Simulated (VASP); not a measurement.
## HfS2: vibrations by perturbation theory with PBE

The system is HfS2.

```
CELL_PARAMETERS angstrom
3.63276 0.00000 0.00000
-1.81638 3.14606 0.00000
0.00000 0.00000 6.08987
ATOMIC_POSITIONS crystal
Hf 0.00000 0.00000 0.00000
S 0.66667 0.33333 0.76175
S 0.33333 0.66667 0.23825
```

```
Program                : VASP 6.6.1
Task                   : vibrations by perturbation theory
Functional             : PBE
Potentials or basis    : VASP PAW PBE potentials, release 64 (Hf_pv, S)
Cutoff                 : 500 eV
k mesh                 : 12 × 12 × 6
Occupations            : gaussian, width 0.01 eV
Spin                   : no spin polarisation
Dipole correction      : no
Further INCAR settings : ALGO = Normal; EDIFF = 1e-08; IBRION = 8; NSW = 1
```

```yaml
Electronic_dielectric_tensor_diagonal: 9.84, 9.84, 4.61
Born_charges_mean_of_the_diagonal: Hf +5.06; S -2.53 e
Highest_phonon_frequency_at_Γ_LO-TO_splitting_left_out: 320 cm⁻¹
```

Phonon frequencies in cm⁻¹ (negative: imaginary):
```csv
q point,frequencies
"(0.000, 0.000, 0.000)",0 0 0 143 143 252 252 301 320
```

Electronic dielectric tensor:
```
9.84 0.00 0.00
0.00 9.84 0.00
0.00 0.00 4.61
```

Born effective charge tensors (e):
atom 1, Hf
```
6.72 0.00 0.00
0.00 6.72 0.00
0.00 0.00 1.73
```
atom 2, S
```
-3.36  0.00  0.00
 0.00 -3.36  0.00
 0.00  0.00 -0.87
```
atom 3, S
```
-3.36  0.00  0.00
 0.00 -3.36  0.00
 0.00  0.00 -0.87
```

Wall time 22 min on 1 thread of Intel(R) Xeon(R) 6975P-C (Granite Rapids), with other jobs on the host, peak memory 1 GiB.
